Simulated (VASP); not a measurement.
Input of a VASP 6.6.1 run:

INCAR

```
SYSTEM = RbRe
PREC = Accurate
ENCUT = 600
EDIFF = 1E-6
ISMEAR = 0
SIGMA = 0.1
LREAL = .FALSE.
LASPH = .TRUE.
NELM = 80
ALGO = Normal
ISIF = 3
LWAVE = .FALSE.
LCHARG = .FALSE.
GGA = PE
IBRION = 2
NSW = 90
EDIFFG = -0.04
```

File KPOINTS:

```
regular mesh
0
G
  6 6 6
  0 0 0
```

Contents of POSCAR:

```
RbRe
1.0
    3.7226171292      0.0000000000      0.0000000000
    0.0000000000      3.7226171292      0.0000000000
    0.0000000000      0.0000000000      3.7226171292
Rb Re
1 1
Direct
    0.5000000000      0.5000000000      0.5000000000
    0.0000000000      0.0000000000      0.0000000000
```

Potentials or basis: VASP PAW PBE potentials, release 64 (Rb_sv, Re).

The run is started by

```console
$ cat potpaw_PBE.64/Rb_sv/POTCAR potpaw_PBE.64/Re/POTCAR > POTCAR
$ mpirun -np 1 vasp_std > vasp.out
```

**Question.** What does it give for the relaxed cell?

**Answer.** a = 3.756 Å, b = 3.756 Å, c = 3.756 Å, α = 90.00°, β = 90.00°, γ = 90.00°.

**Question.** What does it give for the relaxed volume?

**Answer.** 26.50 Å³/atom.

**Question.** Predict the band gap on the k mesh.

**Answer.** Zero (band 8 reaches 3.56 eV, above the bottom of band 9 at 2.43 eV).

Final structure:
```yaml
crystal:
  lattice:
    - [3.75642, 0.00000, 0.00000]
    - [0.00000, 3.75642, 0.00000]
    - [0.00000, 0.00000, 3.75642]
  atoms:
    - { symbol: Rb, position: [0.50000, 0.50000, 0.50000] }
    - { symbol: Re, position: [0.00000, 0.00000, 0.00000] }
```

Caveat: spin-orbit coupling is left out, which moves the levels of the heavy elements.
